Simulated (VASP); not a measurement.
# SnTe2 (fluorite type) (Fm-3m) in VASP: a series of runs

Runs on SnTe2 (fluorite type). Level: PBE. Tasks: single point.

All numbers are computed with VASP 6.6.1; they aren't measurements. Logs are shortened: lines on timing, memory, paths and dates and some standing lists are left out, and cuts for length are marked.

### Step 1. The cell of the first run

Symmetry: Fm-3m, No. 225, cubic system. Conventional cell: a = 7.294 Å, b = 7.294 Å, c = 7.294 Å, α = 90.00°, β = 90.00°, γ = 90.00°. Within 4.2 Å of Sn (site symmetry m-3m) lie 8 Te at 3.16 Å. Te (site symmetry -43m) has 4 Sn at 3.16 Å and 6 Te at 3.65 Å within 4.2 Å.

### Step 2. Single point, PBE (32.34 Å³/atom)

The input, INCAR:

```
SYSTEM = SnTe2
PREC = Accurate
ENCUT = 500
EDIFF = 1E-6
ISMEAR = -1
SIGMA = 0.05
LREAL = .False.
LASPH = .True.
NELM = 120
ALGO = Normal
ISIF = 2
LWAVE = .False.
LCHARG = .False.
GGA = PE
NBANDS = 20
GGA_COMPAT = .False.
```

The input, KPOINTS:

```
regular mesh
0
Gamma
  10 10 10
  0 0 0
```

The input, POSCAR:

```
SnTe2
1.0
    0.0000000000      3.6469208582      3.6469208582
    3.6469208582      0.0000000000      3.6469208582
    3.6469208582      3.6469208582      0.0000000000
Sn Te
1 2
Direct
    0.0000000000      0.0000000000      0.0000000000
    0.2500000000      0.2500000000      0.2500000000
    0.7500000000      0.7500000000      0.7500000000
```

Potentials or basis: VASP PAW PBE potentials, release 64 (Sn_d, Te).

The run is started by

```sh
$ cat potpaw_PBE.64/Sn_d/POTCAR potpaw_PBE.64/Te/POTCAR > POTCAR
$ mpirun -np 1 vasp_std > vasp.out
```

OUTCAR:

```text
SYSTEM = SnTe2
   PREC = Accurate
   ENCUT = 500
   EDIFF = 1E-6
   ISMEAR = -1
   LREAL = .False.
   LASPH = .True.
   NELM = 120
   ISIF = 2
   GGA = PE

 ion  position               nearest neighbor table
   1  0.000  0.000  0.000-   2 3.16   3 3.16   3 3.16   3 3.16   3 3.16   2 3.16   2 3.16   2 3.16

   2  0.250  0.250  0.250-   1 3.16   1 3.16   1 3.16   1 3.16   3 3.65   3 3.65   3 3.65   3 3.65
                             3 3.65   3 3.65
   3  0.750  0.750  0.750-   1 3.16   1 3.16   1 3.16   1 3.16   2 3.65   2 3.65   2 3.65   2 3.65
                             2 3.65   2 3.65

  LATTYP: Found a face centered cubic cell.
 ALAT       =     7.2938417164

  Lattice vectors:

 A1 = (   0.0000000000,   3.6469208582,   3.6469208582)
 A2 = (   3.6469208582,   0.0000000000,   3.6469208582)
 A3 = (   3.6469208582,   3.6469208582,   0.0000000000)

Analysis of symmetry for initial positions (statically):
=====================================================================
 Subroutine PRICEL returns:
 Original cell was already a primitive cell.

 Routine SETGRP: Setting up the symmetry group for a
 face centered cubic supercell.

 Subroutine GETGRP returns: Found 48 space group operations
 (whereof 48 operations were pure point group operations)
 out of a pool of 48 trial point group operations.

The static configuration has the point symmetry O_h .

Analysis of symmetry for dynamics (positions and initial velocities):
=====================================================================
 Subroutine PRICEL returns:
 Original cell was already a primitive cell.

 Routine SETGRP: Setting up the symmetry group for a
 face centered cubic supercell.

 Subroutine GETGRP returns: Found 48 space group operations
 (whereof 48 operations were pure point group operations)
 out of a pool of 48 trial point group operations.

The dynamic configuration has the point symmetry O_h .

 Subroutine INISYM returns: Found 48 space group operations
 (whereof 48 operations are pure point group operations),
 and found     1 'primitive' translations

----------------------------------------------------------------------------------------

                                     Primitive cell

  volume of cell :      97.0083

  direct lattice vectors                    reciprocal lattice vectors
     0.000000000  3.646920858  3.646920858    -0.137101961  0.137101961  0.137101961
     3.646920858  0.000000000  3.646920858     0.137101961 -0.137101961  0.137101961
     3.646920858  3.646920858  0.000000000     0.137101961  0.137101961 -0.137101961

  length of vectors
     5.157524939  5.157524939  5.157524939     0.237467562  0.237467562  0.237467562

  position of ions in fractional coordinates (direct lattice)
     0.000000000  0.000000000  0.000000000
     0.250000000  0.250000000  0.250000000
     0.750000000  0.750000000  0.750000000

  ion indices of the primitive-cell ions
   primitive index   ion index
                 1           1
                 2           2
                 3           3

----------------------------------------------------------------------------------------

 KPOINTS: regular mesh

Automatic generation of k-mesh.
 Grid dimensions read from file:
 generate k-points for:   10   10   10

 Generating k-lattice:

  Cartesian coordinates                     Fractional coordinates (reciprocal lattice)
    -0.013710196  0.013710196  0.013710196     0.100000000  0.000000000  0.000000000
     0.013710196 -0.013710196  0.013710196     0.000000000  0.100000000  0.000000000
     0.013710196  0.013710196 -0.013710196     0.000000000  0.000000000  0.100000000

  Length of vectors
     0.023746756  0.023746756  0.023746756

  Shift w.r.t. Gamma in fractional coordinates (k-lattice)
     0.000000000  0.000000000  0.000000000

 Subroutine IBZKPT returns following result:
 ===========================================

 Found     47 irreducible k-points:

 Following reciprocal coordinates:
            Coordinates               Weight
  0.000000  0.000000  0.000000      1.000000
  0.100000  0.000000  0.000000      8.000000
  0.200000  0.000000  0.000000      8.000000
  0.300000  0.000000  0.000000      8.000000
  0.400000  0.000000  0.000000      8.000000
  0.500000  0.000000  0.000000      4.000000
[... 16 lines left out ...]
  0.300000  0.300000  0.000000      6.000000
  0.400000  0.300000  0.000000     24.000000
 [... further k-points ...]
   k-points           NKPTS =     47   k-points in BZ     NKDIM =     47   number of bands    NBANDS=     20
   number of dos      NEDOS =    301   number of ions     NIONS =      3
   total plane-waves  NPLWV =  64000
   dimension x,y,z NGX =    40 NGY =   40 NGZ =   40
   dimension x,y,z NGXF=    80 NGYF=   80 NGZF=   80
   ions per type =               1   2
   NGX,Y,Z   is equivalent  to a cutoff of  12.89, 12.89, 12.89 a.u.
   NGXF,Y,Z  is equivalent  to a cutoff of  25.79, 25.79, 25.79 a.u.
 SYSTEM =  SnTe2
   PREC   = accura    normal or accurate (medium, high low for compatibility)
   ISTART =      0    job   : 0-new  1-cont  2-samecut
   ICHARG =      2    charge: 1-file 2-atom 10-const
   ISPIN  =      1    spin polarized calculation?
   LNONCOLLINEAR =      F non collinear calculations
   LSORBIT =      F    spin-orbit coupling
   LASPH  =      T    aspherical Exc in radial PAW
   ENCUT  =  500.0 eV  36.75 Ry    6.06 a.u.   9.40  9.40  9.40*2*pi/ulx,y,z
   NELM   =    120;   NELMIN=  2; NELMDL= -5     # of ELM steps
   EDIFF  = 0.1E-05   stopping-criterion for ELM
   LREAL  =      F    real-space projection
   EDIFFG = 0.1E-04   stopping-criterion for IOM
   NSW    =      0    number of steps for IOM
   IBRION =     -1    ionic relax: 0-MD 1-quasi-New 2-CG
   NFREE  =      0    steps in history (QN), initial steepest desc. (CG)
   ISIF   =      2    stress and relaxation
   ISYM   =      2    0-nonsym 1-usesym 2-fastsym
   POTIM  = 0.5000    time-step for ionic-motion
   TEBEG  =    0.0;   TEEND  =   0.0 temperature during run
   PSTRESS=    0.0 pullay stress
   NELECT =      26.0000    total number of electrons
   NUPDOWN=      -1.0000    fix difference up-down
   EMIN   =  10.00;   EMAX   =-10.00  energy-range for DOS
   EFERMI =   0.00;   METHOD = LEGACY
   ISMEAR =    -1;   SIGMA  =   0.05  broadening in eV -4-tet -1-fermi 0-gaus
   EFERMI_NEDOS =   21; number of points for ismear=-14 and -15
   IALGO  =     38    algorithm
   IMIX   =      4    mixing-type and parameters
     AMIX     =   0.40;   BMIX     =  1.00
     AMIX_MAG =   1.60;   BMIX_MAG =  1.00
  volume/ion in A,a.u.               =      32.34       218.21
  Fermi-wavevector in a.u.,A,eV,Ry     =   1.055511  1.994627 15.158310  1.114104
  Thomas-Fermi vector in A             =   2.190712
   LORBIT       =      0    0 simple, 1 ext, 2 COOP (PROOUT), +10 PAW based schemes
   GGA     = PE    functional components
   LHFCALC =     F    Hartree Fock is set to
   AEXX    =    0.0000 exact exchange contribution
   IVDW    =     0    specifies the selected vdW correction
   LEPSILON=     F    determine dielectric tensor
   LRPA    =     F    only Hartree local field effects (RPA)
 non-spin polarized calculation
  energy-cutoff  :      500.00
  volume of cell :       97.01
 maximum number of plane-waves:      2489
 NGX is ok and might be reduce to    40
   NGX = 19   NGY = 19   NGZ = 19

 number of electron      25.9999992 magnetization

 Free energy of the ion-electron system (eV)
  ---------------------------------------------------
  ext. energy  EPLUGINS =         0.00000000
  ---------------------------------------------------
  free energy    TOTEN  =        -9.71651175 eV

  energy without entropy =       -9.69383430  energy(sigma->0) =       -9.70517302

 E-fermi :   6.0603     XC(G=0):  -9.2725

 val. band max:        6.0450936930   @ k =   0.4000   0.2000   0.1000
 cond. band min:       6.0785026069   @ k =  -0.2000   0.1000   0.0000
 fundamental gap:      0.0334089139
 Fermi energy:         6.0603490646

 k-point     1 :       0.0000    0.0000    0.0000
  band No.  band energies     occupation
      1     -15.2724      2.00000
      2     -15.2724      2.00000
      3     -15.2724      2.00000
      4     -15.2577      2.00000
      5     -15.2577      2.00000
      6      -6.5852      2.00000
[... 12 lines left out ...]
     19      10.7652      0.00000
     20      11.7237      0.00000

 k-point     2 :       0.1000    0.0000    0.0000
  band No.  band energies     occupation
      1     -15.2727      2.00000
      2     -15.2722      2.00000
      3     -15.2722      2.00000
      4     -15.2577      2.00000
      5     -15.2577      2.00000
      6      -6.5195      2.00000
[... 12 lines left out ...]
     19      11.0516      0.00000
     20      12.0403      0.00000

 k-point     3 :       0.2000    0.0000    0.0000
  band No.  band energies     occupation
      1     -15.2733      2.00000
      2     -15.2717      2.00000
      3     -15.2717      2.00000
      4     -15.2577      2.00000
      5     -15.2577      2.00000
      6      -6.3250      2.00000
[... 12 lines left out ...]
     19      11.7955      0.00000
     20      12.7263      0.00000

 k-point     4 :       0.3000    0.0000    0.0000
  band No.  band energies     occupation
      1     -15.2741      2.00000
      2     -15.2711      2.00000
      3     -15.2711      2.00000
      4     -15.2577      2.00000
      5     -15.2577      2.00000
      6      -6.0103      2.00000
[... 12 lines left out ...]
     19      12.7135      0.00000
     20      12.7135      0.00000

 k-point     5 :       0.4000    0.0000    0.0000
  band No.  band energies     occupation
      1     -15.2748      2.00000
      2     -15.2707      2.00000
      3     -15.2707      2.00000
      4     -15.2576      2.00000
      5     -15.2576      2.00000
      6      -5.5949      2.00000
[... 12 lines left out ...]
     19      12.8005      0.00000
     20      12.8005      0.00000

 k-point     6 :       0.5000    0.0000    0.0000
  band No.  band energies     occupation
      1     -15.2751      2.00000
      2     -15.2705      2.00000
      3     -15.2705      2.00000
      4     -15.2576      2.00000
      5     -15.2576      2.00000
      6      -5.1912      2.00000
[... 12 lines left out ...]
     19      12.4411      0.00000
     20      12.4411      0.00000

 k-point     7 :       0.1000    0.1000    0.0000
  band No.  band energies     occupation
      1     -15.2729      2.00000
      2     -15.2720      2.00000
      3     -15.2720      2.00000
      4     -15.2578      2.00000
      5     -15.2576      2.00000
      6      -6.4981      2.00000
[... 12 lines left out ...]
     19      11.3057      0.00000
     20      12.2048      0.00000
[... 277 lines left out ...]
 k-point    20 :      -0.4000    0.2000    0.0000
  band No.  band energies     occupation
      1     -15.2741      2.00000
      2     -15.2717      2.00000
      3     -15.2699      2.00000
      4     -15.2578      2.00000
      5     -15.2575      2.00000
      6      -5.1301      2.00000
[... 12 lines left out ...]
     19      13.4362      0.00000
     20      14.0831      0.00000

 k-point    21 :      -0.3000    0.2000    0.0000
  band No.  band energies     occupation
      1     -15.2737      2.00000
      2     -15.2718      2.00000
      3     -15.2704      2.00000
      4     -15.2577      2.00000
      5     -15.2576      2.00000
      6      -5.5519      2.00000
[... 12 lines left out ...]
     19      13.2447      0.00000
     20      14.1345      0.00000

 k-point    22 :      -0.2000    0.2000    0.0000
  band No.  band energies     occupation
      1     -15.2738      2.00000
      2     -15.2714      2.00000
      3     -15.2710      2.00000
      4     -15.2578      2.00000
      5     -15.2576      2.00000
      6      -5.9146      2.00000
[... 12 lines left out ...]
     19      12.3362      0.00000
     20      13.6463      0.00000

 k-point    23 :       0.3000    0.3000    0.0000
  band No.  band energies     occupation
      1     -15.2762      2.00000
      2     -15.2699      2.00000
      3     -15.2699      2.00000
      4     -15.2584      2.00000
      5     -15.2571      2.00000
      6      -5.8692      2.00000
[... 12 lines left out ...]
     19      12.9612      0.00000
     20      13.4842      0.00000

 k-point    24 :       0.4000    0.3000    0.0000
  band No.  band energies     occupation
      1     -15.2766      2.00000
      2     -15.2696      2.00000
      3     -15.2694      2.00000
      4     -15.2584      2.00000
      5     -15.2570      2.00000
      6      -5.6202      2.00000
[... 12 lines left out ...]
     19      12.3165      0.00000
     20      13.7807      0.00000

 [... further k-points ...]

------------------------ aborting loop because EDIFF is reached ----------------------------------------

  FORCE on cell =-STRESS in cart. coord.  units (eV):
  Direction    XX          YY          ZZ          XY          YZ          ZX
  --------------------------------------------------------------------------------------
  -------------------------------------------------------------------------------------
  Total        1.5576978      1.5576978      1.5576978      0.0000000     -0.0000000     -0.0000000
  in kB       25.7267419     25.7267419     25.7267419      0.0000000     -0.0000000     -0.0000000
  external PRESSURE =      25.7267419 kB  Pullay stress =       0.0000000 kB

 VOLUME and BASIS-vectors are now :
 -----------------------------------------------------------------------------
  energy-cutoff  :      500.00
  volume of cell :       97.01
      direct lattice vectors                 reciprocal lattice vectors
     0.000000000  3.646920858  3.646920858    -0.137101961  0.137101961  0.137101961
     3.646920858  0.000000000  3.646920858     0.137101961 -0.137101961  0.137101961
     3.646920858  3.646920858  0.000000000     0.137101961  0.137101961 -0.137101961

 POSITION                                       TOTAL-FORCE (eV/Angst)
 -----------------------------------------------------------------------------------
      0.00000      0.00000      0.00000         0.000000     -0.000000     -0.000000
      1.82346      1.82346      1.82346        -0.000000     -0.000000     -0.000000
      5.47038      5.47038      5.47038         0.000000      0.000000      0.000000
 -----------------------------------------------------------------------------------
    total drift:                               -0.000000      0.000000      0.000000

  FREE ENERGIE OF THE ION-ELECTRON SYSTEM (eV)
  ---------------------------------------------------
  free  energy   TOTEN  =        -9.7165117461 eV

  energy  without entropy=       -9.6938343021  energy(sigma->0) =       -9.70517302
```

Run time: 86 s. Hardware: 1 thread of Intel Xeon 8259CL, shared host; peak memory 0.28 GiB.

Results:

```
Free energy            : -9.7165 eV
Pressure               : 2.6 GPa
Band gap on the k mesh : zero (bands 13 and 14 overlap by 2.21 eV)
```

Caveat: spin-orbit coupling is left out, which moves the levels of the heavy elements.

### Step 3. Single point, PBE (33.35 Å³/atom)

This run uses another cell than the first one, of 33.35 Å³/atom.

The input, INCAR:

```
PREC = Accurate
ENCUT = 500
EDIFF = 1E-6
ISMEAR = -1
SIGMA = 0.05
LREAL = False
LASPH = True
NELM = 120
ALGO = Normal
ISIF = 2
LWAVE = False
LCHARG = False
GGA = PE
NBANDS = 20
GGA_COMPAT = False
```

The input, KPOINTS:

```
Automatic mesh
0
Gamma
  10 10 10
```

The input, POSCAR:

```
SnTe2
1.0
    0.0000000000      3.6846591275      3.6846591275
    3.6846591275      0.0000000000      3.6846591275
    3.6846591275      3.6846591275      0.0000000000
Sn Te
1 2
Direct
    0.0000000000      0.0000000000      0.0000000000
    0.2500000000      0.2500000000      0.2500000000
    0.7500000000      0.7500000000      0.7500000000
```

Potentials or basis: VASP PAW PBE potentials, release 64 (Sn_d, Te).

The run is started by

```sh
$ cat potpaw_PBE.64/Sn_d/POTCAR potpaw_PBE.64/Te/POTCAR > POTCAR
$ mpirun -np 1 vasp_std > vasp.out
```

Run time: 1.9 min. Hardware: 1 thread of Intel Xeon 8259CL, shared host; peak memory 0.29 GiB.

Results (log left out):

```yaml
Free_energy: -9.7524 eV
Pressure: 1.2 GPa
Band_gap_on_the_k_mesh: zero (bands 13 and 14 overlap by 2.10 eV)
```

Levels at points of the mesh, in eV from the Fermi level:
| k point | band 11 | band 12 | band 13 | band 14 | band 15 | band 16 |
| --- | --- | --- | --- | --- | --- | --- |
| (0.00, 0.00, 0.00) | -2.67 | -1.42 | -1.42 | -1.42 | 1.62 | 1.62 |
| (0.50, 0.00, 0.00) | -2.49 | -1.89 | -1.89 | 0.74 | 3.25 | 3.25 |
| (0.50, 0.50, 0.00) | -1.67 | 0.50 | 0.50 | 1.13 | 2.19 | 4.20 |

Caveat: spin-orbit coupling is left out, which moves the levels of the heavy elements.

(Continued in part 2 of 2.)
